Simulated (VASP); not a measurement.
Wanted: the native input for a VASP 6.6.1 run.

* Task: single point
* Functional: PBE
* Dispersion: D3(BJ)
* Potentials or basis: VASP PAW PBE potentials, release 64 (Si, C)
* Cutoff: 520 eV
* k mesh: 4 × 4 × 4
* Occupations: gaussian, width 0.1 eV
* Spin: no spin polarisation
* Dipole correction: no
* Further INCAR settings: LREAL = Auto; ALGO = Normal; EDIFF = 1e-06; NBANDS = 83

The structure of SiC30 (a cell with a defect) lies in POSCAR:

```
SiC30
1.0
    0.0000000000      0.0000000000      7.1348525476
   -4.9294762873      4.2690516923      3.5674262738
   -4.9294762874     -4.2690516922      3.5674262738
Si C
1 30
Direct
    0.3750000998      0.6276970497      0.6223028775
    0.8750000615      0.5451270727      0.7048728545
    0.2423555831      0.9205039513      0.5947850094
    0.7502139860      0.9177821308      0.5817899472
    0.1254980080      0.2931090530      0.4558948542
    0.6324072616      0.2852602312      0.4499253725
   -0.0002140279      0.6682100813      0.3322178977
    0.5076445152      0.6552150192      0.3294960773
    0.3749999689      0.0434002546      0.2065997308
    0.8750000707      0.0443685024      0.2056314830
    0.2493108563      0.4257524575      0.0756257531
    0.7531162305      0.4179830729      0.0757845929
    0.1175929381      0.8000745547      0.9647396960
    0.6245019501      0.7941051743      0.9568909755
    0.9968838002      0.1742155459      0.8320169038
    0.5006891110      0.1743743857      0.8242475191
    0.5076441094      0.3348788259      0.6498330820
   -0.0002130136      0.3376006318      0.6628253187
    0.8750000615      0.7102672609      0.5397326662
    0.2493166379      0.0809950528      0.4203715946
    0.7531183606      0.0811512196      0.4126121861
    0.1254938493      0.4612777250      0.2877344996
    0.6324040158      0.4553046365      0.2798874587
    0.5006833294      0.8296284991      0.1690049688
   -0.0031182918      0.8373878062      0.1688487006
    0.3749999689      0.2119537302      0.0380462553
    0.8750000707      0.2109898159      0.0390101696
    0.2423560902      0.6001668451      0.9151211012
    0.7502129717      0.5871747099      0.9123993968
    0.1175960824      0.9701125699      0.7946953920
    0.6245061088      0.9622655290      0.7887223036
```

These files were run (other wordings do the same):

INCAR

```
  PREC = Accurate
  ENCUT = 520
  EDIFF = 1E-6
  ISMEAR = 0
  SIGMA = 0.1
  LREAL = Auto
  LASPH = T
  NELM = 120
  ALGO = Normal
  ISIF = 2
  LWAVE = F
  LCHARG = F
  GGA = PE
  IVDW = 12
  NBANDS = 83
  GGA_COMPAT = F
```

KPOINTS

```
Automatic mesh
0
Gamma
  4 4 4
```

Potentials or basis: VASP PAW PBE potentials, release 64 (Si, C).

Command:

```bash
$ cat potpaw_PBE.64/Si/POTCAR potpaw_PBE.64/C/POTCAR > POTCAR
$ mpirun -np 1 vasp_std > vasp.out
```

Results of the run:

- Pressure: 3.3 GPa
- Largest force: 0.051 eV/Å
- Band gap on the k mesh: zero (bands 62 and 63 overlap by 0.14 eV)
- Dispersion energy per atom: -0.149 eV

It took 5.6 min on 1 thread of Intel(R) Xeon(R) 6975P-C (Granite Rapids) (shared host), peak memory 0.54 GiB.
